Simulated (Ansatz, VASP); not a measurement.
One calculation of MnO, two programs

The input INCAR:

```
PREC = Accurate
ENCUT = 520
EDIFF = 1E-6
ISMEAR = -1
SIGMA = 0.05
LREAL = False
LASPH = True
NELM = 150
ALGO = Normal
ISIF = 2
LWAVE = False
LCHARG = False
ISPIN = 2
MAGMOM = 4 0
LORBIT = 11
LMAXMIX = 4
GGA = PE
NBANDS = 20
```

The input KPOINTS:

```
regular mesh
0
Gamma
  9 9 9
```

The input POSCAR:

```
MnO
1.0
    0.0000000000      2.2683858569      2.2239077028
    2.2683858569      0.0000000000      2.2239077028
    2.2683858569      2.2683858569      0.0000000000
Mn O
1 1
Direct
    0.0000000000      0.0000000000      0.0000000000
    0.5000000000      0.5000000000      0.5000000000
```

File input.yaml:

```yaml
crystal:
  lattice:
    - [0.0, 2.2683858569, 2.2239077028]
    - [2.2683858569, 0.0, 2.2239077028]
    - [2.2683858569, 2.2683858569, 0.0]
  atoms:
    - { symbol: Mn, position: [0.0, 0.0, 0.0], spin: 4.0 }
    - { symbol: O, position: [0.5, 0.5, 0.5] }
hamiltonian:
  xc: pbe
  pseudopotentials: { kind: paw }
magnetization:
  spin_polarized: true
kpoints:
  mp_grid: { grid: [9, 9, 9] }
  band_path:
    path:
      - [[0.0, 0.0, 0.0], [0.0, 0.5, 0.5], [0.2601, 0.5, 0.7601], [0.38005, 0.38005, 0.7601], [0.0, 0.0, 0.0], [-0.5, -0.5, 0.0], [-0.38005, -0.38005, 0.2399], [0.0, 0.0, 0.5], [-0.25, 0.25, 0.5], [-0.5, -0.2601, 0.2399], [-0.5, -0.5, 0.0]]
      - [[0.0, 0.5, 0.5], [-0.25, 0.25, 0.5]]
    npoints: 14
scf:
  occupations: { method: fermi_dirac, width: 0.05 }
  n_extra_bands: 6
output:
  forces: true
  stress: true
  eigenvalues: true
  fatbands: false
  write_density: true
  write_potential: true
  elf: true
  volumetric_format: npy
```

Alike in both runs: functional PBE; k mesh 9 × 9 × 9; occupations fermi-dirac, width 0.05 eV; collinear spin.

```csv
,VASP,Ansatz
version,VASP 6.6.1,Ansatz 0.2.0
potentials or method,"VASP PAW PBE potentials, release 64 (Mn_pv, O)",Ansatz PAW
plane-wave cutoff (eV),520,420
valence electrons in the cell,19,21
task,single point,band structure
```

```tsv
	VASP	Ansatz	Ansatz less VASP
gap on the k mesh at the Fermi level (eV)	none	none	-
pressure (GPa)	-4.6	-4.7	-0.11
traceless stress, the component that is largest in VASP (GPa)	-0.28	-0.34	-0.063
net moment per atom (μB)	2.42	2.42	0.000
size of the moment on the site where the two differ most (μB)	4.39	4.10	-0.290
```

Site moments also hang on the region over which each program counts them. A gap of «none» marks a metal or a gap that the smearing closes. VASP's potentials hold 19 valence electrons a cell and Ansatz's 21, so a difference there can come from the potentials and not from the codes.
